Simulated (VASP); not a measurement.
# Al (Pm-3m) in VASP: notebook

Runs on Al. Level: PBE. Tasks: single point, relaxation of cell and atoms.

Everything below comes from runs of VASP 6.6.1. Logs are shortened: lines on timing, memory, paths and dates and some standing lists are left out, and cuts for length are marked.

## (1) The cell of the first run

The structure is cubic, space group Pm-3m (No. 221). Conventional cell: a = 3.272 Å, b = 3.272 Å, c = 3.272 Å, α = 90.00°, β = 90.00°, γ = 90.00°. Within 3.1 Å of Al (site symmetry 4/mmm) lie 8 Al at 2.31 Å.

## (2) Single point, PBE

The input, INCAR:

```
  ALGO = Fast
  EDIFF = 1E-6
  ENCUT = 520
  GGA = PE
  ISIF = 2
  ISMEAR = 0
  LASPH = T
  LCHARG = T
  LELF = T
  LREAL = F
  LVHAR = T
  LWAVE = F
  NBANDS = 12
  NELM = 80
  PREC = Accurate
  SIGMA = 0.1
```

The input, KPOINTS:

```
k-points
0
Gamma
  6 6 6
```

The input, POSCAR:

```
Al
1.0
    3.2724920100      0.0000000000      0.0000000000
    0.0000000000      3.2724920100      0.0000000000
    0.0000000000      0.0000000000      3.2724920100
Al
3
Direct
    0.0000000000      0.5000000000      0.5000000000
    0.5000000000      0.0000000000      0.5000000000
    0.5000000000      0.5000000000      0.0000000000
```

Potentials or basis: VASP PAW PBE potentials, release 64 (Al).

Started as:

```
> cat potpaw_PBE.64/Al/POTCAR > POTCAR
> mpirun -np 1 vasp_std > vasp.out
```

OUTCAR:

```text
EDIFF = 1E-6
   ENCUT = 520
   GGA = PE
   ISIF = 2
   ISMEAR = 0
   LASPH = T
   LREAL = F
   NELM = 80
   PREC = Accurate

 ion  position               nearest neighbor table
   1  0.000  0.500  0.500-   2 2.31   3 2.31   3 2.31   2 2.31   2 2.31   3 2.31   3 2.31   2 2.31

   2  0.500  0.000  0.500-   1 2.31   3 2.31   3 2.31   1 2.31   3 2.31   3 2.31   1 2.31   1 2.31

   3  0.500  0.500  0.000-   1 2.31   2 2.31   1 2.31   2 2.31   2 2.31   2 2.31   1 2.31   1 2.31

  LATTYP: Found a simple cubic cell.
 ALAT       =     3.2724920100

  Lattice vectors:

 A1 = (   3.2724920100,   0.0000000000,   0.0000000000)
 A2 = (   0.0000000000,   3.2724920100,   0.0000000000)
 A3 = (   0.0000000000,   0.0000000000,   3.2724920100)

Analysis of symmetry for initial positions (statically):
=====================================================================
 Subroutine PRICEL returns:
 Original cell was already a primitive cell.

 Routine SETGRP: Setting up the symmetry group for a
 simple cubic supercell.

 Subroutine GETGRP returns: Found 48 space group operations
 (whereof 48 operations were pure point group operations)
 out of a pool of 48 trial point group operations.

The static configuration has the point symmetry O_h .

Analysis of symmetry for dynamics (positions and initial velocities):
=====================================================================
 Subroutine PRICEL returns:
 Original cell was already a primitive cell.

 Routine SETGRP: Setting up the symmetry group for a
 simple cubic supercell.

 Subroutine GETGRP returns: Found 48 space group operations
 (whereof 48 operations were pure point group operations)
 out of a pool of 48 trial point group operations.

The dynamic configuration has the point symmetry O_h .

 Subroutine INISYM returns: Found 48 space group operations
 (whereof 48 operations are pure point group operations),
 and found     1 'primitive' translations

----------------------------------------------------------------------------------------

                                     Primitive cell

  volume of cell :      35.0458

  direct lattice vectors                    reciprocal lattice vectors
     3.272492010  0.000000000  0.000000000     0.305577522  0.000000000  0.000000000
     0.000000000  3.272492010  0.000000000     0.000000000  0.305577522  0.000000000
[... 91 lines left out ...]
   TEBEG  =    0.0;   TEEND  =   0.0 temperature during run
   PSTRESS=    0.0 pullay stress
   NELECT =       9.0000    total number of electrons
   NUPDOWN=      -1.0000    fix difference up-down
   EMIN   =  10.00;   EMAX   =-10.00  energy-range for DOS
   EFERMI =   0.00;   METHOD = LEGACY
   ISMEAR =     0;   SIGMA  =   0.10  broadening in eV -4-tet -1-fermi 0-gaus
   EFERMI_NEDOS =   21; number of points for ismear=-14 and -15
   IALGO  =     68    algorithm
   IMIX   =      4    mixing-type and parameters
     AMIX     =   0.40;   BMIX     =  1.00
     AMIX_MAG =   1.60;   BMIX_MAG =  1.00
  volume/ion in A,a.u.               =      11.68        78.83
  Fermi-wavevector in a.u.,A,eV,Ry     =   1.040584  1.966418 14.732588  1.082815
  Thomas-Fermi vector in A             =   2.175166
   LORBIT       =      0    0 simple, 1 ext, 2 COOP (PROOUT), +10 PAW based schemes
   GGA     = PE    functional components
   LHFCALC =     F    Hartree Fock is set to
   AEXX    =    0.0000 exact exchange contribution
   IVDW    =     0    specifies the selected vdW correction
   LEPSILON=     F    determine dielectric tensor
   LRPA    =     F    only Hartree local field effects (RPA)
 non-spin polarized calculation
 RMM-DIIS sequential band-by-band and
 Gauss-broadening in eV      SIGMA  =   0.10
  energy-cutoff  :      520.00
  volume of cell :       35.05
 maximum number of plane-waves:       968
   NGX = 13   NGY = 13   NGZ = 13

 number of electron       9.0000000 magnetization

 Free energy of the ion-electron system (eV)
  ---------------------------------------------------
  ext. energy  EPLUGINS =         0.00000000
  ---------------------------------------------------
  free energy    TOTEN  =        -5.47898130 eV

  energy without entropy =       -5.47302168  energy(sigma->0) =       -5.47600149

 E-fermi :  11.5942     XC(G=0): -11.3942

 val. band max:       11.5716839431   @ k =   0.3333   0.1667   0.0000
 cond. band min:      11.8803592551   @ k =   0.3333   0.3333   0.3333
 fundamental gap:      0.3086753120
 Fermi energy:        11.5942151302

 k-point     1 :       0.0000    0.0000    0.0000
  band No.  band energies     occupation
      1      -1.9052      2.00000
      2      10.1413      2.00000
      3      10.1413      2.00000
      4      10.1413      2.00000
      5      11.3374      1.99972
      6      12.6146      0.00000
      7      12.6146      0.00000
      8      20.0652      0.00000
      9      20.0652      0.00000
     10      20.0652      0.00000
     11      23.6346      0.00000
     12      23.6346      0.00000
[... 271 lines left out ...]
 k-point    20 :       0.5000    0.5000    0.5000
  band No.  band energies     occupation
      1       5.0216      2.00000
      2       8.1027      2.00000
      3       8.1027      2.00000
      4       8.1027      2.00000
      5       8.3080      2.00000
      6       8.3080      2.00000
      7       8.3080      2.00000
      8      11.2715      1.99999
      9      28.1198      0.00000
     10      28.1198      0.00000
     11      28.1198      0.00000
     12      29.6151      0.00000

------------------------ aborting loop because EDIFF is reached ----------------------------------------

  FORCE on cell =-STRESS in cart. coord.  units (eV):
  Direction    XX          YY          ZZ          XY          YZ          ZX
  --------------------------------------------------------------------------------------
  -------------------------------------------------------------------------------------
  Total       22.6425307     22.6425307     22.6425307     -0.0000000     -0.0000000     -0.0000000
  in kB     1035.1416034   1035.1416034   1035.1416034     -0.0000000     -0.0000000     -0.0000000
  external PRESSURE =    1035.1416034 kB  Pullay stress =       0.0000000 kB

 VOLUME and BASIS-vectors are now :
 -----------------------------------------------------------------------------
  energy-cutoff  :      520.00
  volume of cell :       35.05
      direct lattice vectors                 reciprocal lattice vectors
     3.272492010  0.000000000  0.000000000     0.305577522  0.000000000  0.000000000
     0.000000000  3.272492010  0.000000000     0.000000000  0.305577522  0.000000000
     0.000000000  0.000000000  3.272492010     0.000000000  0.000000000  0.305577522

 POSITION                                       TOTAL-FORCE (eV/Angst)
 -----------------------------------------------------------------------------------
      0.00000      1.63625      1.63625         0.000000      0.000000      0.000000
      1.63625      0.00000      1.63625         0.000000      0.000000      0.000000
      1.63625      1.63625      0.00000         0.000000      0.000000      0.000000
 -----------------------------------------------------------------------------------
    total drift:                               -0.000000     -0.000000      0.000000

  FREE ENERGIE OF THE ION-ELECTRON SYSTEM (eV)
  ---------------------------------------------------
  free  energy   TOTEN  =        -5.4789812979 eV

  energy  without entropy=       -5.4730216829  energy(sigma->0) =       -5.47600149
```

It used 8.3 s of CPU time on 1 thread of Intel Xeon 8259CL (shared host).

What came out:

| Item | Value |
| --- | --- |
| Free energy | -5.4790 eV |
| Pressure | 103.5 GPa |

## (3) Single point, PBE

This run uses another cell than the first one, of 19.92 Å³/atom, 1.705 times its volume.

The input, INCAR:

```
ALGO = Normal ; EDIFF = 1E-7
ENCUT = 520 ; GGA = PE
ISIF = 2 ; ISMEAR = 0
LASPH = True ; LCHARG = True
LELF = True ; LREAL = False
LVHAR = True ; LWAVE = False
NBANDS = 12 ; NELM = 100
PREC = Accurate ; SIGMA = 0.1
```

KPOINTS is that of step 2.

The input, POSCAR:

```
Al
1.0
    3.9096794056      0.0000000000      0.0000000000
    0.0000000000      3.9096794056      0.0000000000
    0.0000000000      0.0000000000      3.9096794056
Al
3
Direct
    0.0000000000      0.5000000000      0.5000000000
    0.5000000000      0.0000000000      0.5000000000
    0.5000000000      0.5000000000      0.0000000000
```

Potentials or basis: VASP PAW PBE potentials, release 64 (Al).

Started as:

```
> cat potpaw_PBE.64/Al/POTCAR > POTCAR
> mpirun -np 1 vasp_std > vasp.out
```

Wall time 23 s (1 thread of Intel Xeon 8259CL, shared host); peak memory 0.16 GiB.

The run converged. Its results:

- Free energy: -10.6469 eV
- Pressure: 0.0 GPa

Levels at points of the mesh, in eV from the Fermi level:
```
           k point  band 1  band 2  band 3  band 4  band 5  band 6  band 7  band 8  band 9
(0.00, 0.00, 0.00)   -9.84   -1.13   -1.13   -1.13    0.18    0.18    1.62    7.40    7.40
(0.50, 0.00, 0.00)   -8.13   -6.61    0.28    0.28    2.13    2.13    2.18    2.34    2.65
(0.50, 0.50, 0.00)   -6.30   -5.12   -5.12   -3.16    1.88    3.14    3.14    4.27    5.09
(0.50, 0.50, 0.50)   -4.50   -3.33   -3.33   -3.33   -2.18   -2.18   -2.18    1.63   12.92
```

## (4) Relaxation of cell and atoms, PBE

The input, INCAR:

```
SYSTEM = Al
  PREC = Accurate
  ENCUT = 600
  EDIFF = 1E-7
  ISMEAR = 0
  SIGMA = 0.1
  LREAL = .False.
  LASPH = .True.
  NELM = 100
  ALGO = Fast
  ISIF = 3
  LWAVE = .False.
  LCHARG = .False.
  GGA = PE
  IBRION = 2
  NSW = 90
  EDIFFG = -0.04
```

The input, KPOINTS:

```
regular mesh
0
Gamma
  6 6 6
  0 0 0
```

The input, POSCAR:

```
Al
1.0
    3.2724920100      0.0000000000      0.0000000000
    0.0000000000      3.2724920100      0.0000000000
    0.0000000000      0.0000000000      3.2724920100
Al
3
Direct
    0.0000000000      0.5000000000      0.5000000000
    0.5000000000      0.0000000000      0.5000000000
    0.5000000000      0.5000000000      0.0000000000
```

Started as:

```
> cat potpaw_PBE.64/Al/POTCAR > POTCAR
> mpirun -np 1 vasp_std > vasp.out
```

It took 44 s on 1 thread of Intel Xeon 8259CL, shared host; peak memory 0.14 GiB.

Results (log left out):

- Free energy: -10.6456 eV
- Relaxed volume: 19.93 Å³/atom
- Relaxed cell: a = 3.910 Å, b = 3.910 Å, c = 3.910 Å, α = 90.00°, β = 90.00°, γ = 90.00°
- Space group after relaxing (to 0.05 Å): Pm-3m (No. 221)
- Energy gained by relaxing: 1722.0 meV/atom
- Ionic steps: 3
- Pressure after relaxing: 0.0 GPa

Step by step:
```tsv
step	energy change (eV)	largest force (eV/Å)	pressure (GPa)	volume (Å³)
1	0.0000	0.0000	103.51	35.05
2	-3.8116	0.0000	-9.92	88.96
3	-5.1659	0.0000	0.00	59.78
```

Final structure:
```
CELL_PARAMETERS angstrom
3.91009 0.00000 0.00000
0.00000 3.91009 0.00000
0.00000 0.00000 3.91009
ATOMIC_POSITIONS crystal
Al 0.00000 0.50000 0.50000
Al 0.50000 0.00000 0.50000
Al 0.50000 0.50000 0.00000
```

Levels at points of the mesh, in eV from the Fermi level:
```csv
k point,band 1,band 2,band 3,band 4,band 5,band 6,band 7,band 8
"(0.00, 0.00, 0.00)",-9.84,-1.13,-1.13,-1.13,0.18,0.18,1.62,7.47
"(0.50, 0.00, 0.00)",-8.13,-6.61,0.28,0.28,2.13,2.13,2.18,2.34
"(0.50, 0.50, 0.00)",-6.29,-5.12,-5.12,-3.16,1.88,3.14,3.14,5.09
"(0.50, 0.50, 0.50)",-4.50,-3.33,-3.33,-3.33,-2.18,-2.18,-2.18,1.63
```

Caveat: the volume moved by over 15 % at a fixed basis, so the end points are rough.

## (5) Single point, PBE

This run uses another cell than the first one, of 20.01 Å³/atom, 1.713 times its volume.

The input, INCAR:

```
PREC = Accurate
ENCUT = 520
EDIFF = 1E-7
ISMEAR = 0
SIGMA = 0.1
LREAL = F
LASPH = T
NELM = 80
ALGO = Fast
ISIF = 2
LWAVE = F
LCHARG = F
GGA = PE
NBANDS = 12
```

The input, KPOINTS:

```
Automatic mesh
0
Gamma
  12 12 12
```

The input, POSCAR:

```
Al
1.0
    3.9157167119      0.0000000000      0.0000000000
    0.0000000000      3.9157167119      0.0000000000
    0.0000000000      0.0000000000      3.9157167119
Al
3
Direct
    0.0000000000      0.5000000000      0.5000000000
    0.5000000000      0.0000000000      0.5000000000
    0.5000000000      0.5000000000      0.0000000000
```

Started as:

```
> cat potpaw_PBE.64/Al/POTCAR > POTCAR
> mpirun -np 1 vasp_std > vasp.out
```

It took 97 s on 1 thread of Intel Xeon 8259CL, shared host; peak memory 0.18 GiB.

The run converged. Its results:

| Quantity | Value |
| --- | --- |
| Free energy | -10.6218 eV |
| Pressure | -0.1 GPa |

Levels at points of the mesh, in eV from the Fermi level:
```
           k point  band 1  band 2  band 3  band 4  band 5  band 6  band 7  band 8  band 9
(0.00, 0.00, 0.00)   -9.88   -1.19   -1.19   -1.19    0.10    0.10    1.57    7.30    7.30
(0.50, 0.00, 0.00)   -8.17   -6.66    0.22    0.22    2.06    2.06    2.12    2.26    2.55
(0.50, 0.50, 0.00)   -6.33   -5.18   -5.18   -3.22    1.83    3.06    3.06    4.19    5.00
(0.50, 0.50, 0.50)   -4.53   -3.40   -3.40   -3.40   -2.24   -2.24   -2.24    1.56   12.82
```

## (6) Relaxation of cell and atoms, PBE

This run uses another cell than the first one, of 19.92 Å³/atom, 1.705 times its volume.

The input, INCAR:

```
SYSTEM = Al
  PREC = Accurate
  ENCUT = 600
  EDIFF = 1E-6
  ISMEAR = 0
  SIGMA = 0.1
  LREAL = .False.
  LASPH = .True.
  NELM = 80
  ALGO = Normal
  ISIF = 3
  LWAVE = .False.
  LCHARG = .False.
  GGA = PE
  IBRION = 2
  NSW = 100
  EDIFFG = -0.01
```

The input, KPOINTS:

```
regular mesh
0
Gamma
  12 12 12
  0 0 0
```

The input, POSCAR:

```
Al
1.0
    3.9096794056      0.0000000000      0.0000000000
    0.0000000000      3.9096794056      0.0000000000
    0.0000000000      0.0000000000      3.9096794056
Al
3
Direct
    0.0000000000      0.5000000000      0.5000000000
    0.5000000000      0.0000000000      0.5000000000
    0.5000000000      0.5000000000      0.0000000000
```

Potentials or basis: VASP PAW PBE potentials, release 64 (Al).

Started as:

```
> cat potpaw_PBE.64/Al/POTCAR > POTCAR
> mpirun -np 1 vasp_std > vasp.out
```

Wall time 56 s (1 thread of Intel Xeon 8259CL, shared host); peak memory 0.19 GiB.

The run converged. Its results:

```
Free energy                            : -10.6220 eV
Relaxed volume                         : 20.01 Å³/atom
Relaxed cell                           : a = 3.915 Å, b = 3.915 Å, c = 3.915 Å, α = 90.00°, β = 90.00°, γ = 90.00°
Space group after relaxing (to 0.05 Å) : Pm-3m (No. 221)
Energy gained by relaxing              : 0.0 meV/atom
Ionic steps                            : 2
Pressure after relaxing                : 0.0 GPa
```

Step by step:
```
step  energy change (eV)  largest force (eV/Å)  pressure (GPa)  volume (Å³)
   1              0.0000                0.0000            0.24        59.76
   2             -0.0001                0.0000           -0.04        60.02
```

Final structure:
```yaml
crystal:
  lattice:
    - [3.91520, 0.00000, 0.00000]
    - [0.00000, 3.91520, 0.00000]
    - [0.00000, 0.00000, 3.91520]
  atoms:
    - { symbol: Al, position: [0.00000, 0.50000, 0.50000] }
    - { symbol: Al, position: [0.50000, 0.00000, 0.50000] }
    - { symbol: Al, position: [0.50000, 0.50000, 0.00000] }
```

Levels at points of the mesh, in eV from the Fermi level:
```csv
k point,band 1,band 2,band 3,band 4,band 5,band 6,band 7,band 8
"(0.00, 0.00, 0.00)",-9.88,-1.19,-1.19,-1.19,0.10,0.10,1.57,7.30
"(0.50, 0.00, 0.00)",-8.17,-6.66,0.22,0.22,2.06,2.06,2.12,2.26
"(0.50, 0.50, 0.00)",-6.33,-5.18,-5.18,-3.23,1.83,3.06,3.06,4.19
"(0.50, 0.50, 0.50)",-4.53,-3.40,-3.40,-3.40,-2.24,-2.24,-2.24,1.56
```

## (7) The runs side by side

| task | cell | k mesh | cutoff (eV) | gap on the mesh (eV) | pressure (GPa) | relaxed volume (Å³/atom) |
| --- | --- | --- | --- | --- | --- | --- |
| single point | a = 3.272 Å, 3 atoms | 6 × 6 × 6 | 520 | none | 103.5 | - |
| single point | a = 3.910 Å, 3 atoms | 6 × 6 × 6 | 520 | none | 0.0 | - |
| relaxation of cell and atoms | relaxed from a = 3.272 Å, 3 atoms | 6 × 6 × 6 | 600 | none | 0.0 | 19.93 |
| single point | a = 3.916 Å, 3 atoms | 12 × 12 × 12 | 520 | none | -0.1 | - |
| relaxation of cell and atoms | relaxed from a = 3.910 Å, 3 atoms | 12 × 12 × 12 | 600 | none | 0.0 | 20.01 |

Alike in all rows: level PBE; potentials or basis VASP PAW PBE potentials, release 64 (Al); no spin polarisation; smearing gaussian 0.1 eV.

Caveats: the volume moved by over 15 % at a fixed basis, so the end points are rough (some runs).

Absolute energies hang on the potentials; compare differences alone.
